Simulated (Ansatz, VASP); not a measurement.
## Two plane-wave programs on GaN

```
Ga N
1.0
     5.23038    0.00000    0.00000
    -2.61519    4.52964    0.00000
     0.00000    0.00000    3.39010
Ga N
1 1
Direct
  0.00000 0.00000 0.50000
  0.00000 0.00000 0.00000
```

Alike in both runs: functional r2SCAN0; k mesh 3 × 3 × 4; occupations fermi-dirac, width 0.05 eV; no spin polarisation.

|  | VASP | Ansatz |
| --- | --- | --- |
| version | VASP 6.6.1 | Ansatz 0.2.0 |
| potentials or method | VASP PAW PBE potentials, release 64 (Ga_d, N) | Ansatz PAW |
| plane-wave cutoff (eV) | 520 | 500 |
| valence electrons in the cell | 18 | 18 |
| task | single point | band structure |

VASP gave:

* gap on the k mesh at the Fermi level (eV): 3.29
* least direct gap on the mesh (eV): 5.13
* pressure (GPa): -1.6
* traceless stress, the component that is largest in VASP (GPa): -2.99

Question: What did Ansatz give for the same quantities?

Answer: gap on the k mesh at the Fermi level (eV): 3.27; least direct gap on the mesh (eV): 5.11; pressure (GPa): -1.7; traceless stress, the component that is largest in VASP (GPa): -3.34.

VASP's potentials were made for PBE, not for r2SCAN0.

The k mesh is coarse, so the values compare programs but aren't converged.
